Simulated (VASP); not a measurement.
# Fe (Fmmm) in VASP: settings compared, part 2 of 2

VASP 6.6.1. Earlier steps stand in the parts before.

### 5 Relaxation of cell and atoms, PBEsol, collinear spin, ferromagnetic start

INCAR

```
SYSTEM = Fe
  ALGO = Normal
  EDIFF = 1E-6
  EDIFFG = -0.01
  ENCUT = 600
  GGA = PS
  IBRION = 2
  ISIF = 3
  ISMEAR = -1
  ISPIN = 2
  LASPH = .TRUE.
  LCHARG = .FALSE.
  LMAXMIX = 4
  LORBIT = 11
  LREAL = .FALSE.
  LWAVE = .FALSE.
  MAGMOM = 3
  NELM = 150
  NSW = 60
  PREC = Accurate
  SIGMA = 0.05
```

KPOINTS

```
k-points
0
G
  13 13 13
  0 0 0
```

POSCAR

```
Fe
1.0
    0.0000000000      1.9417396906      1.9651051623
    1.4984397099      0.0000000000      1.9651051623
    1.4984397099      1.9417396906      0.0000000000
Fe
1
Direct
    0.0000000000      0.0000000000      0.0000000000
```

Potentials or basis: VASP PAW PBE potentials, release 64 (Fe).

Command:

```console
> cat potpaw_PBE.64/Fe/POTCAR > POTCAR
> mpirun -np 1 vasp_std > vasp.out
```

OUTCAR:

```text
SYSTEM = Fe
   EDIFF = 1E-6
   EDIFFG = -0.01
   ENCUT = 600
   GGA = PS
   IBRION = 2
   ISIF = 3
   ISMEAR = -1
   ISPIN = 2
   LASPH = .TRUE.
   LORBIT = 11
   LREAL = .FALSE.
   NELM = 150
   NSW = 60
   PREC = Accurate

 ion  position               nearest neighbor table
   1  0.000  0.000  0.000-

  LATTYP: Found a face centered orthorhombic cell.
 ALAT       =     2.9968794198
 B/A-ratio  =     1.2958410524
 C/A-ratio  =     1.3114342535

  Lattice vectors:

 A1 = (   0.0000000000,   1.9417396906,   1.9651051623)
 A2 = (   1.4984397099,   0.0000000000,   1.9651051623)
 A3 = (   1.4984397099,   1.9417396906,   0.0000000000)

Analysis of symmetry for initial positions (statically):
=====================================================================
 Subroutine PRICEL returns:
 Original cell was already a primitive cell.

 Routine SETGRP: Setting up the symmetry group for a
 face centered orthorhombic supercell.

 Subroutine GETGRP returns: Found  8 space group operations
 (whereof  8 operations were pure point group operations)
 out of a pool of  8 trial point group operations.

The static configuration has the point symmetry D_2h.

Analysis of symmetry for dynamics (positions and initial velocities):
=====================================================================
 Subroutine PRICEL returns:
 Original cell was already a primitive cell.

 Routine SETGRP: Setting up the symmetry group for a
 face centered orthorhombic supercell.

 Subroutine GETGRP returns: Found  8 space group operations
 (whereof  8 operations were pure point group operations)
 out of a pool of  8 trial point group operations.
[... 340 lines left out ...]

 Free energy of the ion-electron system (eV)
  ---------------------------------------------------
  ext. energy  EPLUGINS =         0.00000000
  ---------------------------------------------------
  free energy    TOTEN  =        -8.92206641 eV

  energy without entropy =       -8.91330392  energy(sigma->0) =       -8.91768516

 E-fermi :   6.2671     XC(G=0): -13.5750

 val. band max:        6.2606966073   @ k =  -0.0769   0.1538   0.2308
 cond. band min:       6.2685662597   @ k =   0.4615   0.1538   0.2308
 fundamental gap:      0.0078696524
 Fermi energy:         6.2671185912

 spin component 1

 k-point     1 :       0.0000    0.0000    0.0000
  band No.  band energies     occupation
      1      -2.6133      1.00000
      2       3.8168      1.00000
      3       3.8222      1.00000
      4       3.8249      1.00000
      5       5.1774      1.00000
      6       5.1827      1.00000
      7      31.6335      0.00000
      8      31.6458      0.00000
      9      31.6646      0.00000
     10      37.0849      0.00000
[... 287 lines left out ...]
 k-point    24 :       0.4615    0.1538   -0.0000
  band No.  band energies     occupation
      1       1.4561      1.00000
      2       2.8030      1.00000
      3       3.7657      1.00000
      4       5.1179      1.00000
      5       5.6043      1.00000
      6       7.7192      0.00000
      7      16.9971      0.00000
      8      21.7881      0.00000
      9      26.8534      0.00000
     10      32.4801      0.00000

 [... further k-points ...]

 spin component 2

 k-point     1 :       0.0000    0.0000    0.0000
  band No.  band energies     occupation
      1      -2.3562      1.00000
      2       5.6087      1.00000
      3       5.6166      1.00000
      4       5.6198      1.00000
      5       7.7261      0.00000
      6       7.7343      0.00000
      7      31.5562      0.00000
      8      31.5687      0.00000
      9      31.5879      0.00000
     10      37.4085      0.00000
[... 327 lines left out ...]
  FREE ENERGIE OF THE ION-ELECTRON SYSTEM (eV)
  ---------------------------------------------------
  free  energy   TOTEN  =        -8.9220664066 eV

  energy  without entropy=       -8.9133039234  energy(sigma->0) =       -8.91768516

 reached required accuracy - stopping structural energy minimisation

 total charge

# of ion       s       p       d       tot
------------------------------------------
    1        0.512   0.591   6.282   7.386

 magnetization (x)

# of ion       s       p       d       tot
------------------------------------------
    1       -0.013  -0.051   2.114   2.050
```

OSZICAR:

```text
N       E                     dE             d eps       ncg     rms          rms(c)
DAV:   1     0.200892034699E+02    0.20089E+02   -0.44508E+03 14226   0.109E+03
DAV:   2    -0.936273189133E+01   -0.29452E+02   -0.27405E+02 13834   0.141E+02
[... 89 lines left out ...]
  10 F= -.89220651E+01 E0= -.89176845E+01  d E =-.382184E-04  mag=     2.0681
       N       E                     dE             d eps       ncg     rms          rms(c)
DAV:   1    -0.892208468104E+01   -0.19379E-04   -0.93646E-04 15762   0.274E-01    0.309E-02
DAV:   2    -0.892206993243E+01    0.14749E-04   -0.23646E-05 16582   0.530E-02    0.155E-02
DAV:   3    -0.892206668174E+01    0.32507E-05   -0.65679E-06 14992   0.290E-02    0.125E-02
DAV:   4    -0.892206640661E+01    0.27513E-06   -0.57388E-07  7096   0.845E-03
  11 F= -.89220664E+01 E0= -.89176852E+01  d E =-.395479E-04  mag=     2.0680
```

Wall time 8.8 min (1 thread of Intel Xeon 8259CL, shared host); peak memory 0.23 GiB.

What came out:

| Property | Result |
| --- | --- |
| Free energy | -8.9221 eV |
| Relaxed volume | 10.79 Å³/atom |
| Relaxed cell | a = 2.783 Å, b = 2.412 Å, c = 2.411 Å, α = 70.50°, β = 54.77°, γ = 54.73° |
| Space group after relaxing (to 0.1 Å) | Im-3m (No. 229) |
| Energy gained by relaxing | 41.7 meV/atom |
| Ionic steps | 11 |
| Pressure after relaxing | -0.1 GPa |
| Net moment | 2.07 μB per cell |
| Site moments | Fe +2.05 μB |
| Valence electrons inside the program's atomic spheres | Fe 7.39 |

Stress tensor (GPa, compression positive):
```
-0.13  0.00  0.00
 0.00  0.03  0.00
 0.00  0.00 -0.08
```

Step by step:
| step | energy change (eV) | largest force (eV/Å) | pressure (GPa) | volume (Å³) |
| --- | --- | --- | --- | --- |
| 1 | 0.0000 | 0.0000 | -10.38 | 11.44 |
| 2 | -0.0108 | 0.0000 | 13.45 | 10.25 |
| 3 | -0.0278 | 0.0000 | 1.53 | 10.73 |
| 4 | -0.0378 | 0.0000 | 1.72 | 10.71 |
| 5 | -0.0407 | 0.0000 | 2.21 | 10.68 |
| 6 | -0.0408 | 0.0000 | 2.37 | 10.68 |
| 7 | -0.0402 | 0.0000 | -3.10 | 10.94 |
| 8 | -0.0417 | 0.0000 | -0.04 | 10.79 |
| 9 | -0.0417 | 0.0000 | -0.17 | 10.79 |
| 10 | -0.0417 | 0.0000 | -0.05 | 10.79 |
| 11 | -0.0417 | 0.0000 | -0.06 | 10.79 |

Final structure:
```
Fe
1.0
     0.00000    1.96740    1.96866
     1.39289    0.00000    1.96866
     1.39289    1.96740    0.00000
Fe
1
Cartesian
  0.0000 0.0000 0.0000
```

Caveat: the PAW data sets were made with another functional, which shifts forces and pressure a little.

### 6 The runs side by side

| task | level | potentials or basis | cell | cutoff (eV) | gap on the mesh (eV) | pressure (GPa) | moment (μB) | relaxed volume (Å³/atom) |
| --- | --- | --- | --- | --- | --- | --- | --- | --- |
| relaxation of cell and atoms | PBEsol+D3(BJ) | VASP PAW PBE potentials, release 64 (Fe) | relaxed | 600 | none | 0.0 | 2.03 | 10.54 |
| single point | RPBE | VASP PAW PBE potentials, release 64 (Fe) | as given | 520 | none | 5.3 | 2.24 | - |
| relaxation of cell and atoms | LDA | VASP PAW LDA potentials, release 64 (Fe) | relaxed | 600 | none | 0.0 | 1.98 | 10.38 |
| relaxation of cell and atoms | PBEsol | VASP PAW PBE potentials, release 64 (Fe) | relaxed | 600 | none | -0.1 | 2.07 | 10.79 |

Alike in all rows: spin collinear, ferromagnetic start; k mesh 13 × 13 × 13; smearing fermi-dirac 0.05 eV.

Caveats: the PAW data sets were made with another functional, which shifts forces and pressure a little (at least some runs); the stress differs along the axes, from 0 to 8 GPa (at least some runs).

Total energies depend on the potentials used, so only differences within one code and one set of settings carry meaning.
